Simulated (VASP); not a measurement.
Here is a VASP 6.6.1 calculation.

The input INCAR:

```
ALGO     = Normal         # electronic algorithm
EDIFF    = 1E-6           # SCF threshold, eV
ENCUT    = 520            # plane-wave cutoff, eV
GGA      = PE             # functional
ISIF     = 2              # what is computed and relaxed
ISMEAR   = -1             # smearing method
LASPH    = T              # aspherical terms in the spheres
LCHARG   = F              # write CHGCAR
LREAL    = F              # projectors in reciprocal space
LWAVE    = F              # write WAVECAR
NBANDS   = 15             # bands
NELM     = 80             # most SCF steps
PREC     = Accurate       # precision mode
SIGMA    = 0.03           # smearing width, eV
```

KPOINTS

```
k-points
0
Gamma
  11 11 11
```

The input POSCAR:

```
PtSe
1.0
    0.0000000000      2.6439660088      2.6439660088
    2.6439660088      0.0000000000      2.6439660088
    2.6439660088      2.6439660088      0.0000000000
Pt Se
1 1
Direct
    0.0000000000      0.0000000000      0.0000000000
    0.5000000000      0.5000000000      0.5000000000
```

Potentials or basis: VASP PAW PBE potentials, release 64 (Pt, Se).

Launch:

```sh
$ cat potpaw_PBE.64/Pt/POTCAR potpaw_PBE.64/Se/POTCAR > POTCAR
$ mpirun -np 1 vasp_std > vasp.out
```

(1) Estimate the pressure.

(2) Predict the band gap on the k mesh.

Results:

(1) -0.1 GPa.

(2) zero (band 8 reaches 10.28 eV, above the bottom of band 9 at 6.04 eV).

Caveat: spin-orbit coupling is left out, which moves the levels of the heavy elements.
